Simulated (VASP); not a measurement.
Input of a VASP 6.6.1 run:

INCAR

```
SYSTEM = BN
PREC     = Accurate       ! precision mode
ENCUT    = 520            ! plane-wave cutoff, eV
EDIFF    = 1E-6           ! SCF threshold, eV
ISMEAR   = 0              ! smearing method
SIGMA    = 0.05           ! smearing width, eV
LREAL    = .FALSE.        ! projectors in reciprocal space
LASPH    = .TRUE.         ! aspherical terms in the spheres
NELM     = 60             ! most SCF steps
ALGO     = Normal         ! electronic algorithm
ISIF     = 2              ! what is computed and relaxed
LWAVE    = .FALSE.        ! write WAVECAR
LCHARG   = .FALSE.        ! write CHGCAR
GGA      = PS             ! functional
NBANDS   = 26             ! bands
```

File KPOINTS:

```
Automatic mesh
0
G
  6 6 10
  0 0 0
```

File POSCAR:

```
BN
1.0
    4.4972000000      0.0000000000      0.0000000000
    0.0000000000      4.4972000000      0.0000000000
    0.0000000000      0.0000000000      2.8426000000
B N
4 4
Direct
    0.1741337327      0.8258662673      0.5000000000
    0.3258662673      0.3258662673      0.0000000000
    0.6741337327      0.6741337327      0.0000000000
    0.8258662673      0.1741337327      0.5000000000
    0.8123909516      0.8123909516      0.5000000000
    0.3123909516      0.6876090484      0.0000000000
    0.6876090484      0.3123909516      0.0000000000
    0.1876090484      0.1876090484      0.5000000000
```

Potentials or basis: VASP PAW PBE potentials, release 64 (B, N).

Command:

```console
$ cat potpaw_PBE.64/B/POTCAR potpaw_PBE.64/N/POTCAR > POTCAR
$ mpirun -np 1 vasp_std > vasp.out
```

Task: Predict the pressure.

Result: -42.3 GPa.

Task: Estimate the band gap on the k mesh.

Result: 4.16 eV.

Stress tensor (GPa, compression positive):
```
-23.89   0.00   0.00
  0.00 -23.89   0.00
  0.00   0.00 -79.17
```

Caveat: the cell stands under tension; the PAW data sets were made with another functional, which shifts forces and pressure a little. A k mesh can miss the band edges.
